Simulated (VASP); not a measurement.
Here is a VASP 6.6.1 calculation.

INCAR

```
  ALGO = Normal
  EDIFF = 1E-6
  ENCUT = 520
  GGA = PS
  ISIF = 2
  ISMEAR = 0
  LASPH = True
  LCHARG = False
  LREAL = False
  LWAVE = False
  NBANDS = 7
  NELM = 80
  PREC = Accurate
  SIGMA = 0.15
```

The input KPOINTS:

```
k-points
0
Gamma
  18 18 18
```

POSCAR

```
Mg
1.0
    0.0000000000      2.1769283200      2.2442560000
    2.1769283200      0.0000000000      2.2442560000
    2.1769283200      2.1769283200      0.0000000000
Mg
1
Direct
    0.0000000000      0.0000000000      0.0000000000
```

Potentials or basis: VASP PAW PBE potentials, release 64 (Mg).

The run is started by

```sh
$ cat potpaw_PBE.64/Mg/POTCAR > POTCAR
$ mpirun -np 1 vasp_std > vasp.out
```

Estimate the pressure.

2.6 GPa.

Estimate the band gap on the k mesh.

zero (bands 1 and 2 overlap by 2.56 eV).

Stress tensor (GPa, compression positive):
```
2.83 0.00 0.00
0.00 2.83 0.00
0.00 0.00 2.25
```

Caveat: the cell differs from its parent crystal (strain -0.0300 x Voigt [1, 1, 0, 0, 0, 0]); the PAW data sets were made with another functional, which shifts forces and pressure a little.
